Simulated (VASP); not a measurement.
# TiC (Fm-3m) in VASP: notebook

TiC is run at these levels: PBE; tasks: single point.

Everything below comes from runs of VASP 6.6.1. Logs are shortened: lines on timing, memory, paths and dates and some standing lists are left out, and cuts for length are marked.

## 1. The cell of the first run

Symmetry: Fm-3m, No. 225, cubic system. Conventional cell: a = 4.304 Å, b = 4.304 Å, c = 4.304 Å, α = 90.00°, β = 90.00°, γ = 90.00°. Ti (site symmetry m-3m) has 6 C at 2.15 Å within 2.8 Å. Within 2.8 Å of C (site symmetry m-3m) lie 6 Ti at 2.15 Å.

## 2. Single point, PBE (9.97 Å³/atom)

Input file INCAR:

```
SYSTEM = TiC
ALGO = Normal
EDIFF = 1E-6
ENCUT = 520
GGA = PE
ISIF = 2
ISMEAR = -1
LASPH = .TRUE.
LCHARG = .TRUE.
LELF = .TRUE.
LREAL = .FALSE.
LVHAR = .TRUE.
LWAVE = .FALSE.
NBANDS = 15
NELM = 80
PREC = Accurate
SIGMA = 0.15
```

Input file KPOINTS:

```
k-points
0
G
  16 16 16
  0 0 0
```

Input file POSCAR:

```
TiC
1.0
    0.0000000000      2.1521188022      2.1521188022
    2.1521188022      0.0000000000      2.1521188022
    2.1521188022      2.1521188022      0.0000000000
Ti C
1 1
Direct
    0.0000000000      0.0000000000      0.0000000000
    0.5000000000      0.5000000000      0.5000000000
```

Potentials or basis: VASP PAW PBE potentials, release 64 (Ti_sv, C).

On the command line:

```console
$ cat potpaw_PBE.64/Ti_sv/POTCAR potpaw_PBE.64/C/POTCAR > POTCAR
$ mpirun -np 1 vasp_std > vasp.out
```

OUTCAR:

```text
SYSTEM = TiC
   EDIFF = 1E-6
   ENCUT = 520
   GGA = PE
   ISIF = 2
   ISMEAR = -1
   LASPH = .TRUE.
   LREAL = .FALSE.
   NELM = 80
   PREC = Accurate

 ion  position               nearest neighbor table
   1  0.000  0.000  0.000-   2 2.15   2 2.15   2 2.15   2 2.15   2 2.15   2 2.15
   2  0.500  0.500  0.500-   1 2.15   1 2.15   1 2.15   1 2.15   1 2.15   1 2.15

  LATTYP: Found a face centered cubic cell.
 ALAT       =     4.3042376044

  Lattice vectors:

 A1 = (   0.0000000000,   2.1521188022,   2.1521188022)
 A2 = (   2.1521188022,   0.0000000000,   2.1521188022)
 A3 = (   2.1521188022,   2.1521188022,   0.0000000000)

Analysis of symmetry for initial positions (statically):
=====================================================================
 Subroutine PRICEL returns:
 Original cell was already a primitive cell.

 Routine SETGRP: Setting up the symmetry group for a
 face centered cubic supercell.

 Subroutine GETGRP returns: Found 48 space group operations
 (whereof 48 operations were pure point group operations)
 out of a pool of 48 trial point group operations.

The static configuration has the point symmetry O_h .

Analysis of symmetry for dynamics (positions and initial velocities):
=====================================================================
 Subroutine PRICEL returns:
 Original cell was already a primitive cell.

 Routine SETGRP: Setting up the symmetry group for a
 face centered cubic supercell.

 Subroutine GETGRP returns: Found 48 space group operations
 (whereof 48 operations were pure point group operations)
 out of a pool of 48 trial point group operations.

The dynamic configuration has the point symmetry O_h .

 Subroutine INISYM returns: Found 48 space group operations
 (whereof 48 operations are pure point group operations),
 and found     1 'primitive' translations

----------------------------------------------------------------------------------------

                                     Primitive cell

  volume of cell :      19.9356

  direct lattice vectors                    reciprocal lattice vectors
     0.000000000  2.152118802  2.152118802    -0.232329182  0.232329182  0.232329182
     2.152118802  0.000000000  2.152118802     0.232329182 -0.232329182  0.232329182
     2.152118802  2.152118802  0.000000000     0.232329182  0.232329182 -0.232329182

  length of vectors
     3.043555598  3.043555598  3.043555598     0.402405947  0.402405947  0.402405947

  position of ions in fractional coordinates (direct lattice)
     0.000000000  0.000000000  0.000000000
     0.500000000  0.500000000  0.500000000

  ion indices of the primitive-cell ions
   primitive index   ion index
                 1           1
                 2           2

----------------------------------------------------------------------------------------

 KPOINTS: k-points

Automatic generation of k-mesh.
 Grid dimensions read from file:
 generate k-points for:   16   16   16

 Generating k-lattice:

  Cartesian coordinates                     Fractional coordinates (reciprocal lattice)
    -0.014520574  0.014520574  0.014520574     0.062500000  0.000000000  0.000000000
     0.014520574 -0.014520574  0.014520574     0.000000000  0.062500000  0.000000000
     0.014520574  0.014520574 -0.014520574     0.000000000  0.000000000  0.062500000

  Length of vectors
     0.025150372  0.025150372  0.025150372

  Shift w.r.t. Gamma in fractional coordinates (k-lattice)
     0.000000000  0.000000000  0.000000000

 Subroutine IBZKPT returns following result:
 ===========================================

 Found    145 irreducible k-points:

 Following reciprocal coordinates:
            Coordinates               Weight
  0.000000  0.000000  0.000000      1.000000
  0.062500  0.000000  0.000000      8.000000
  0.125000  0.000000  0.000000      8.000000
  0.187500  0.000000  0.000000      8.000000
  0.250000  0.000000  0.000000      8.000000
  0.312500  0.000000  0.000000      8.000000
[... 16 lines left out ...]
 -0.125000  0.062500  0.000000     24.000000
 -0.062500  0.062500  0.000000     12.000000
 [... further k-points ...]
   k-points           NKPTS =    145   k-points in BZ     NKDIM =    145   number of bands    NBANDS=     15
   number of dos      NEDOS =    301   number of ions     NIONS =      2
   total plane-waves  NPLWV =  13824
   dimension x,y,z NGX =    24 NGY =   24 NGZ =   24
   dimension x,y,z NGXF=    48 NGYF=   48 NGZF=   48
   ions per type =               1   1
   NGX,Y,Z   is equivalent  to a cutoff of  13.11, 13.11, 13.11 a.u.
   NGXF,Y,Z  is equivalent  to a cutoff of  26.22, 26.22, 26.22 a.u.
 SYSTEM =  TiC
   PREC   = accura    normal or accurate (medium, high low for compatibility)
   ISTART =      0    job   : 0-new  1-cont  2-samecut
   ICHARG =      2    charge: 1-file 2-atom 10-const
   ISPIN  =      1    spin polarized calculation?
   LNONCOLLINEAR =      F non collinear calculations
   LSORBIT =      F    spin-orbit coupling
   LASPH  =      T    aspherical Exc in radial PAW
   ENCUT  =  520.0 eV  38.22 Ry    6.18 a.u.   5.66  5.66  5.66*2*pi/ulx,y,z
   NELM   =     80;   NELMIN=  2; NELMDL= -5     # of ELM steps
   EDIFF  = 0.1E-05   stopping-criterion for ELM
   LREAL  =      F    real-space projection
   EDIFFG = 0.1E-04   stopping-criterion for IOM
   NSW    =      0    number of steps for IOM
   IBRION =     -1    ionic relax: 0-MD 1-quasi-New 2-CG
   NFREE  =      0    steps in history (QN), initial steepest desc. (CG)
   ISIF   =      2    stress and relaxation
   ISYM   =      2    0-nonsym 1-usesym 2-fastsym
   POTIM  = 0.5000    time-step for ionic-motion
   TEBEG  =    0.0;   TEEND  =   0.0 temperature during run
   PSTRESS=    0.0 pullay stress
   NELECT =      16.0000    total number of electrons
   NUPDOWN=      -1.0000    fix difference up-down
   EMIN   =  10.00;   EMAX   =-10.00  energy-range for DOS
   EFERMI =   0.00;   METHOD = LEGACY
   ISMEAR =    -1;   SIGMA  =   0.15  broadening in eV -4-tet -1-fermi 0-gaus
   EFERMI_NEDOS =   21; number of points for ismear=-14 and -15
   IALGO  =     38    algorithm
   IMIX   =      4    mixing-type and parameters
     AMIX     =   0.40;   BMIX     =  1.00
     AMIX_MAG =   1.60;   BMIX_MAG =  1.00
  volume/ion in A,a.u.               =       9.97        67.27
  Fermi-wavevector in a.u.,A,eV,Ry     =   1.521383  2.874997 31.492133  2.314607
  Thomas-Fermi vector in A             =   2.630106
   LORBIT       =      0    0 simple, 1 ext, 2 COOP (PROOUT), +10 PAW based schemes
   GGA     = PE    functional components
   LHFCALC =     F    Hartree Fock is set to
   AEXX    =    0.0000 exact exchange contribution
   IVDW    =     0    specifies the selected vdW correction
   LEPSILON=     F    determine dielectric tensor
   LRPA    =     F    only Hartree local field effects (RPA)
 non-spin polarized calculation
  energy-cutoff  :      520.00
  volume of cell :       19.94
 maximum number of plane-waves:       548
   NGX = 11   NGY = 11   NGZ = 11

 number of electron      16.0000003 magnetization

 Free energy of the ion-electron system (eV)
  ---------------------------------------------------
  ext. energy  EPLUGINS =         0.00000000
  ---------------------------------------------------
  free energy    TOTEN  =       -18.71353533 eV

  energy without entropy =      -18.68904580  energy(sigma->0) =      -18.70129057

 E-fermi :   9.6324     XC(G=0): -12.7962

 val. band max:        9.6282247454   @ k =   0.1250   0.1250   0.0000
 cond. band min:       9.6369483604   @ k =   0.1250   0.0625   0.0000
 fundamental gap:      0.0087236150
 Fermi energy:         9.6323993032

 k-point     1 :       0.0000    0.0000    0.0000
  band No.  band energies     occupation
      1     -46.8952      2.00000
      2     -22.9093      2.00000
      3     -22.9093      2.00000
      4     -22.9093      2.00000
      5      -2.8510      2.00000
      6      10.3380      0.01795
      7      10.3380      0.01795
      8      10.3380      0.01795
      9      11.3351      0.00002
     10      11.3351      0.00002
     11      11.3351      0.00002
     12      11.3914      0.00002
     13      11.3914      0.00002
     14      20.3970      0.00000
     15      23.7439      0.00000

 k-point     2 :       0.0625    0.0000    0.0000
  band No.  band energies     occupation
      1     -46.8922      2.00000
      2     -22.9303      2.00000
      3     -22.9112      2.00000
      4     -22.9112      2.00000
      5      -2.7604      2.00000
      6       9.8841      0.31472
      7      10.1255      0.07203
      8      10.1255      0.07203
      9      10.6812      0.00184
     10      10.6812      0.00184
     11      11.5842      0.00000
     12      12.3905      0.00000
     13      12.3905      0.00000
     14      20.5560      0.00000
     15      23.7894      0.00000

 k-point     3 :       0.1250    0.0000    0.0000
  band No.  band energies     occupation
      1     -46.8837      2.00000
      2     -22.9900      2.00000
      3     -22.9168      2.00000
      4     -22.9168      2.00000
      5      -2.4942      2.00000
      6       8.9933      1.97217
      7       9.3420      1.74783
      8       9.3420      1.74782
      9      10.7654      0.00105
     10      10.7654      0.00105
     11      11.9261      0.00000
     12      13.4756      0.00000
     13      13.4756      0.00000
     14      20.9397      0.00000
     15      23.8362      0.00000
[... 343 lines left out ...]
 k-point    23 :      -0.1250    0.0625    0.0000
  band No.  band energies     occupation
      1     -46.8774      2.00000
      2     -23.0246      2.00000
      3     -22.9364      2.00000
      4     -22.9140      2.00000
      5      -2.2961      2.00000
      6       8.4979      1.99896
      7       8.8199      1.99116
      8       9.0340      1.96365
      9      10.6534      0.00221
     10      11.2176      0.00005
     11      12.2419      0.00000
     12      13.3262      0.00000
     13      14.4634      0.00000
     14      21.1968      0.00000
     15      23.8332      0.00000

 k-point    24 :      -0.0625    0.0625    0.0000
  band No.  band energies     occupation
      1     -46.8874      2.00000
      2     -22.9594      2.00000
      3     -22.9231      2.00000
      4     -22.9105      2.00000
      5      -2.6122      2.00000
      6       9.4119      1.62609
      7       9.5998      1.10823
      8       9.6033      1.09683
      9      10.4517      0.00845
     10      11.0445      0.00016
     11      11.9395      0.00000
     12      12.5217      0.00000
     13      13.3970      0.00000
     14      20.8001      0.00000
     15      23.8374      0.00000

 [... further k-points ...]

------------------------ aborting loop because EDIFF is reached ----------------------------------------

  FORCE on cell =-STRESS in cart. coord.  units (eV):
  Direction    XX          YY          ZZ          XY          YZ          ZX
  --------------------------------------------------------------------------------------
  -------------------------------------------------------------------------------------
  Total        0.6823518      0.6823518      0.6823518      0.0000000      0.0000000      0.0000000
  in kB       54.8390859     54.8390859     54.8390859      0.0000000      0.0000000      0.0000000
  external PRESSURE =      54.8390859 kB  Pullay stress =       0.0000000 kB

 VOLUME and BASIS-vectors are now :
 -----------------------------------------------------------------------------
  energy-cutoff  :      520.00
  volume of cell :       19.94
      direct lattice vectors                 reciprocal lattice vectors
     0.000000000  2.152118802  2.152118802    -0.232329182  0.232329182  0.232329182
     2.152118802  0.000000000  2.152118802     0.232329182 -0.232329182  0.232329182
     2.152118802  2.152118802  0.000000000     0.232329182  0.232329182 -0.232329182

 POSITION                                       TOTAL-FORCE (eV/Angst)
 -----------------------------------------------------------------------------------
      0.00000      0.00000      0.00000         0.000000     -0.000000      0.000000
      2.15212      2.15212      2.15212        -0.000000      0.000000     -0.000000
 -----------------------------------------------------------------------------------
    total drift:                                0.000000     -0.000000     -0.000000

  FREE ENERGIE OF THE ION-ELECTRON SYSTEM (eV)
  ---------------------------------------------------
  free  energy   TOTEN  =       -18.7135353333 eV

  energy  without entropy=      -18.6890457988  energy(sigma->0) =      -18.70129057
```

It took 59 s on 1 thread of Intel Xeon 8259CL, shared host; peak memory 0.17 GiB.

Results:

| Quantity | Value |
| --- | --- |
| Free energy | -18.7135 eV |
| Pressure | 5.5 GPa |
| Band gap on the k mesh | zero (bands 8 and 9 overlap by 1.11 eV) |

Caveat: the cell stands under pressure.

## 3. Single point, PBE

This run uses another cell than the first one, of 10.17 Å³/atom.

Input file INCAR:

```
SYSTEM = TiC
PREC = Accurate
ENCUT = 520
EDIFF = 1E-7
ISMEAR = 0
SIGMA = 0.1
LREAL = .FALSE.
LASPH = .TRUE.
NELM = 100
ALGO = Normal
ISIF = 2
LWAVE = .FALSE.
LCHARG = .FALSE.
GGA = PE
NBANDS = 15
```

Input file KPOINTS:

```
regular mesh
0
G
  16 16 16
  0 0 0
```

Input file POSCAR:

```
TiC
1.0
    0.0000000000      2.1664615261      2.1664615261
    2.1664615261      0.0000000000      2.1664615261
    2.1664615261      2.1664615261      0.0000000000
Ti C
1 1
Direct
    0.0000000000      0.0000000000      0.0000000000
    0.5000000000      0.5000000000      0.5000000000
```

Potentials or basis: VASP PAW PBE potentials, release 64 (Ti_sv, C).

On the command line:

```console
$ cat potpaw_PBE.64/Ti_sv/POTCAR potpaw_PBE.64/C/POTCAR > POTCAR
$ mpirun -np 1 vasp_std > vasp.out
```

It took 58 s on 1 thread of Intel Xeon 8259CL, shared host; peak memory 0.17 GiB.

Results (log left out):

| Quantity | Value |
| --- | --- |
| Free energy | -18.7095 eV |
| Pressure | 0.2 GPa |
| Band gap on the k mesh | zero (bands 8 and 9 overlap by 1.10 eV) |

Levels at points of the mesh, in eV from the Fermi level:
```tsv
k point	band 5	band 6	band 7	band 8	band 9	band 10	band 11	band 12
(0.00, 0.00, 0.00)	-12.39	0.70	0.70	0.70	1.68	1.68	1.68	1.72
(0.50, 0.00, 0.00)	-8.91	-5.83	-2.88	-2.88	2.92	2.92	4.10	8.15
(0.50, 0.50, 0.00)	-10.10	-3.42	-1.61	-0.03	-0.03	2.71	3.52	3.52
```

## 4. Single point, PBE

This run uses another cell than the first one, of 10.17 Å³/atom.

Input file INCAR:

```
PREC = Accurate
ENCUT = 520
EDIFF = 1E-7
ISMEAR = -1
SIGMA = 0.15
LREAL = F
LASPH = T
NELM = 60
ALGO = Normal
ISIF = 2
LWAVE = F
LCHARG = F
GGA = PE
NBANDS = 15
```

Input file KPOINTS:

```
Automatic mesh
0
Gamma
  16 16 16
```

Input file POSCAR:

```
TiC
1.0
    0.0000000000      2.1666605865      2.1666605865
    2.1666605865      0.0000000000      2.1666605865
    2.1666605865      2.1666605865      0.0000000000
Ti C
1 1
Direct
    0.0000000000      0.0000000000      0.0000000000
    0.5000000000      0.5000000000      0.5000000000
```

On the command line:

```console
$ cat potpaw_PBE.64/Ti_sv/POTCAR potpaw_PBE.64/C/POTCAR > POTCAR
$ mpirun -np 1 vasp_std > vasp.out
```

It took 65 s on 1 thread of Intel Xeon 8259CL, shared host; peak memory 0.17 GiB.

It converged, with:

```yaml
Free_energy: -18.7209 eV
Pressure: 0.2 GPa
Band_gap_on_the_k_mesh: zero (bands 8 and 9 overlap by 1.10 eV)
```

Levels at points of the mesh, in eV from the Fermi level:
```csv
k point,band 5,band 6,band 7,band 8,band 9,band 10,band 11,band 12
"(0.00, 0.00, 0.00)",-12.39,0.70,0.70,0.70,1.68,1.68,1.68,1.72
"(0.50, 0.00, 0.00)",-8.92,-5.83,-2.89,-2.89,2.92,2.92,4.09,8.14
"(0.50, 0.50, 0.00)",-10.11,-3.43,-1.61,-0.03,-0.03,2.71,3.51,3.51
```

(Continued in part 2 of 2.)
